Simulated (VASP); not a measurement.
# Mo (R-3m) in VASP: notebook

Mo is run at these levels: PBE; tasks: single point.

All numbers are computed with VASP 6.6.1; they aren't measurements. Logs are shortened: lines on timing, memory, paths and dates and some standing lists are left out, and cuts for length are marked.

## (1) The cell of the first run

The structure is trigonal, space group R-3m (No. 166). The conventional cell has a = 5.638 Å, b = 5.638 Å, c = 1.904 Å, α = 90.00°, β = 90.00°, γ = 120.00°. Within 2.5 Å of Mo (site symmetry -3m) lie 2 Mo at 1.90 Å.

## (2) Single point, PBE

File INCAR:

```
  PREC = Accurate
  ENCUT = 520
  EDIFF = 1E-6
  ISMEAR = 0
  SIGMA = 0.15
  LREAL = F
  LASPH = T
  NELM = 80
  ALGO = Fast
  ISIF = 2
  LWAVE = F
  LCHARG = F
  GGA = PE
  NBANDS = 13
```

File KPOINTS:

```
regular mesh
0
Gamma
  22 22 22
```

File POSCAR:

```
Mo
1.0
   -2.2911570917      1.6951971348      1.6951971348
    1.6951971348     -2.2911570917      1.6951971348
    1.6951971348      1.6951971348     -2.2911570917
Mo
1
Direct
    0.0000000000      0.0000000000      0.0000000000
```

Potentials or basis: VASP PAW PBE potentials, release 64 (Mo_sv).

Command:

```bash
cat potpaw_PBE.64/Mo_sv/POTCAR > POTCAR
mpirun -np 1 vasp_std > vasp.out
```

OUTCAR:

```text
PREC = Accurate
   ENCUT = 520
   EDIFF = 1E-6
   ISMEAR = 0
   LREAL = F
   LASPH = T
   NELM = 80
   ISIF = 2
   GGA = PE

 ion  position               nearest neighbor table
   1  0.000  0.000  0.000-

  LATTYP: Found a trigonal (rhomboedric) cell.
 ALAT       =     3.3161404479
 COS(alpha) =    -0.4450602107

  Lattice vectors:

 A1 = (  -2.2911570917,   1.6951971348,   1.6951971348)
 A2 = (   1.6951971348,  -2.2911570917,   1.6951971348)
 A3 = (   1.6951971348,   1.6951971348,  -2.2911570917)

Analysis of symmetry for initial positions (statically):
=====================================================================
 Subroutine PRICEL returns:
 Original cell was already a primitive cell.

 Routine SETGRP: Setting up the symmetry group for a
 trigonal (rhombohedral) supercell.

 Subroutine GETGRP returns: Found 12 space group operations
 (whereof 12 operations were pure point group operations)
 out of a pool of 12 trial point group operations.

The static configuration has the point symmetry D_3d.

Analysis of symmetry for dynamics (positions and initial velocities):
=====================================================================
 Subroutine PRICEL returns:
 Original cell was already a primitive cell.

 Routine SETGRP: Setting up the symmetry group for a
 trigonal (rhombohedral) supercell.

 Subroutine GETGRP returns: Found 12 space group operations
 (whereof 12 operations were pure point group operations)
 out of a pool of 12 trial point group operations.

The dynamic configuration has the point symmetry D_3d.

 Subroutine INISYM returns: Found 12 space group operations
 (whereof 12 operations are pure point group operations),
 and found     1 'primitive' translations

----------------------------------------------------------------------------------------

                                     Primitive cell

  volume of cell :      17.4680

  direct lattice vectors                    reciprocal lattice vectors
    -2.291157092  1.695197135  1.695197135     0.136003406  0.386859186  0.386859186
     1.695197135 -2.291157092  1.695197135     0.386859186  0.136003406  0.386859186
     1.695197135  1.695197135 -2.291157092     0.386859186  0.386859186  0.136003406

  length of vectors
     3.316140448  3.316140448  3.316140448     0.563752593  0.563752593  0.563752593

  position of ions in fractional coordinates (direct lattice)
     0.000000000  0.000000000  0.000000000

  ion indices of the primitive-cell ions
   primitive index   ion index
                 1           1

----------------------------------------------------------------------------------------

 KPOINTS: regular mesh

Automatic generation of k-mesh.
 Grid dimensions read from file:
 generate k-points for:   22   22   22

 Generating k-lattice:

  Cartesian coordinates                     Fractional coordinates (reciprocal lattice)
     0.006181973  0.017584508  0.017584508     0.045454545  0.000000000  0.000000000
     0.017584508  0.006181973  0.017584508     0.000000000  0.045454545  0.000000000
     0.017584508  0.017584508  0.006181973     0.000000000  0.000000000  0.045454545

  Length of vectors
     0.025625118  0.025625118  0.025625118

  Shift w.r.t. Gamma in fractional coordinates (k-lattice)
     0.000000000  0.000000000  0.000000000

 Subroutine IBZKPT returns following result:
 ===========================================

 Found   1024 irreducible k-points:

 Following reciprocal coordinates:
            Coordinates               Weight
  0.000000  0.000000  0.000000      1.000000
  0.045455  0.000000  0.000000      6.000000
  0.090909  0.000000  0.000000      6.000000
  0.136364  0.000000  0.000000      6.000000
  0.181818 -0.000000  0.000000      6.000000
  0.227273  0.000000  0.000000      6.000000
[... 16 lines left out ...]
  0.500000  0.045455  0.000000     12.000000
 -0.454545  0.045455  0.000000     12.000000
 [... further k-points ...]
   k-points           NKPTS =   1024   k-points in BZ     NKDIM =   1024   number of bands    NBANDS=     13
   number of dos      NEDOS =    301   number of ions     NIONS =      1
   total plane-waves  NPLWV =  21952
   dimension x,y,z NGX =    28 NGY =   28 NGZ =   28
   dimension x,y,z NGXF=    56 NGYF=   56 NGZF=   56
   ions per type =               1
   NGX,Y,Z   is equivalent  to a cutoff of  14.04, 14.04, 14.04 a.u.
   NGXF,Y,Z  is equivalent  to a cutoff of  28.07, 28.07, 28.07 a.u.
 SYSTEM =  unknown system
   PREC   = accura    normal or accurate (medium, high low for compatibility)
   ISTART =      0    job   : 0-new  1-cont  2-samecut
   ICHARG =      2    charge: 1-file 2-atom 10-const
   ISPIN  =      1    spin polarized calculation?
   LNONCOLLINEAR =      F non collinear calculations
   LSORBIT =      F    spin-orbit coupling
   LASPH  =      T    aspherical Exc in radial PAW
   ENCUT  =  520.0 eV  38.22 Ry    6.18 a.u.   6.17  6.17  6.17*2*pi/ulx,y,z
   NELM   =     80;   NELMIN=  2; NELMDL= -5     # of ELM steps
   EDIFF  = 0.1E-05   stopping-criterion for ELM
   LREAL  =      F    real-space projection
   EDIFFG = 0.1E-04   stopping-criterion for IOM
   NSW    =      0    number of steps for IOM
   IBRION =     -1    ionic relax: 0-MD 1-quasi-New 2-CG
   NFREE  =      0    steps in history (QN), initial steepest desc. (CG)
   ISIF   =      2    stress and relaxation
   ISYM   =      2    0-nonsym 1-usesym 2-fastsym
   POTIM  = 0.5000    time-step for ionic-motion
   TEBEG  =    0.0;   TEEND  =   0.0 temperature during run
   PSTRESS=    0.0 pullay stress
   NELECT =      14.0000    total number of electrons
   NUPDOWN=      -1.0000    fix difference up-down
   EMIN   =  10.00;   EMAX   =-10.00  energy-range for DOS
   EFERMI =   0.00;   METHOD = LEGACY
   ISMEAR =     0;   SIGMA  =   0.15  broadening in eV -4-tet -1-fermi 0-gaus
   EFERMI_NEDOS =   21; number of points for ismear=-14 and -15
   IALGO  =     68    algorithm
   IMIX   =      4    mixing-type and parameters
     AMIX     =   0.40;   BMIX     =  1.00
     AMIX_MAG =   1.60;   BMIX_MAG =  1.00
  volume/ion in A,a.u.               =      17.47       117.88
  Fermi-wavevector in a.u.,A,eV,Ry     =   1.520675  2.873659 31.462832  2.312453
  Thomas-Fermi vector in A             =   2.629494
   LORBIT       =      0    0 simple, 1 ext, 2 COOP (PROOUT), +10 PAW based schemes
   GGA     = PE    functional components
   LHFCALC =     F    Hartree Fock is set to
   AEXX    =    0.0000 exact exchange contribution
   IVDW    =     0    specifies the selected vdW correction
   LEPSILON=     F    determine dielectric tensor
   LRPA    =     F    only Hartree local field effects (RPA)
 non-spin polarized calculation
 RMM-DIIS sequential band-by-band and
 Gauss-broadening in eV      SIGMA  =   0.15
  energy-cutoff  :      520.00
  volume of cell :       17.47
 maximum number of plane-waves:       486
 NGX is ok and might be reduce to    28
   NGX = 13   NGY = 13   NGZ = 13

 number of electron      14.0000000 magnetization

 Free energy of the ion-electron system (eV)
  ---------------------------------------------------
  ext. energy  EPLUGINS =         0.00000000
  ---------------------------------------------------
  free energy    TOTEN  =        -6.52950166 eV

  energy without entropy =       -6.51958449  energy(sigma->0) =       -6.52454308

 E-fermi :  10.8546     XC(G=0): -12.3283

 val. band max:       10.8515604072   @ k =   0.4545   0.1818   0.1364
 cond. band min:      10.8559044246   @ k =  -0.2273   0.3182   0.2273
 fundamental gap:      0.0043440174
 Fermi energy:        10.8546348266

 k-point     1 :       0.0000    0.0000    0.0000
  band No.  band energies     occupation
      1     -52.2523      2.00000
      2     -25.2908      2.00000
      3     -25.2908      2.00000
      4     -19.1176      2.00000
      5       2.9125      2.00000
      6       6.1428      2.00000
      7       8.0897      2.00000
      8       8.0897      2.00000
      9      19.2192      0.00000
     10      19.2192      0.00000
     11      20.1109      0.00000
     12      26.7814      0.00000
     13      26.7814      0.00000

 k-point     2 :       0.0455    0.0000    0.0000
  band No.  band energies     occupation
      1     -52.2005      2.00000
      2     -25.2567      2.00000
      3     -25.2550      2.00000
      4     -19.4558      2.00000
      5       3.0924      2.00000
      6       6.5196      2.00000
      7       8.1385      2.00000
      8       8.1673      2.00000
      9      18.4234      0.00000
     10      18.4491      0.00000
     11      20.2323      0.00000
     12      27.3842      0.00000
     13      27.4173      0.00000

 k-point     3 :       0.0909    0.0000    0.0000
  band No.  band energies     occupation
      1     -52.0469      2.00000
      2     -25.1562      2.00000
      3     -25.1496      2.00000
      4     -20.3921      2.00000
      5       3.5539      2.00000
      6       7.6447      2.00000
      7       8.2845      2.00000
      8       8.3980      2.00000
      9      16.6405      0.00000
     10      16.7160      0.00000
     11      20.5913      0.00000
     12      28.4109      0.00000
     13      28.5975      0.00000
[... 305 lines left out ...]
 k-point    23 :       0.5000    0.0455    0.0000
  band No.  band energies     occupation
      1     -49.0039      2.00000
      2     -30.9462      2.00000
      3     -23.3892      2.00000
      4     -23.3145      2.00000
      5       4.0590      2.00000
      6       4.7773      2.00000
      7      12.0796      0.00000
      8      12.7798      0.00000
      9      15.0054      0.00000
     10      17.1800      0.00000
     11      22.7103      0.00000
     12      26.7588      0.00000
     13      28.7101      0.00000

 k-point    24 :      -0.4545    0.0455    0.0000
  band No.  band energies     occupation
      1     -49.2638      2.00000
      2     -30.3258      2.00000
      3     -23.5292      2.00000
      4     -23.4533      2.00000
      5       4.5620      2.00000
      6       5.3215      2.00000
      7      11.5741      0.00000
      8      11.9983      0.00000
      9      13.7343      0.00000
     10      18.7212      0.00000
     11      23.1568      0.00000
     12      26.5140      0.00000
     13      28.6454      0.00000

 [... further k-points ...]
[... 5 lines left out ...]
  --------------------------------------------------------------------------------------
  -------------------------------------------------------------------------------------
  Total        9.3198999      9.3198999      9.3198999     11.2951640     11.2951640     11.2951640
  in kB      854.8278151    854.8278151    854.8278151   1036.0004363   1036.0004363   1036.0004363
  external PRESSURE =     854.8278151 kB  Pullay stress =       0.0000000 kB

 VOLUME and BASIS-vectors are now :
 -----------------------------------------------------------------------------
  energy-cutoff  :      520.00
  volume of cell :       17.47
      direct lattice vectors                 reciprocal lattice vectors
    -2.291157092  1.695197135  1.695197135     0.136003406  0.386859186  0.386859186
     1.695197135 -2.291157092  1.695197135     0.386859186  0.136003406  0.386859186
     1.695197135  1.695197135 -2.291157092     0.386859186  0.386859186  0.136003406

 POSITION                                       TOTAL-FORCE (eV/Angst)
 -----------------------------------------------------------------------------------
      0.00000      0.00000      0.00000        -0.000000      0.000000      0.000000
 -----------------------------------------------------------------------------------
    total drift:                                0.000000     -0.000000      0.000000

  FREE ENERGIE OF THE ION-ELECTRON SYSTEM (eV)
  ---------------------------------------------------
  free  energy   TOTEN  =        -6.5295016570 eV

  energy  without entropy=       -6.5195844949  energy(sigma->0) =       -6.52454308
```

Run time: 3.2 min. Hardware: 1 thread of Intel Xeon Platinum 8488C (Sapphire Rapids), shared host; peak memory 0.34 GiB.

What came out:

| Quantity | Value |
| --- | --- |
| Free energy | -6.5295 eV |
| Pressure | 85.5 GPa |
| Band gap on the k mesh | zero (band 7 reaches 13.13 eV, above the bottom of band 8 at 8.09 eV) |

Stress tensor (GPa, compression positive):
```
 85.48 103.60 103.60
103.60  85.48 103.60
103.60 103.60  85.48
```

[end of part 1 of 2]
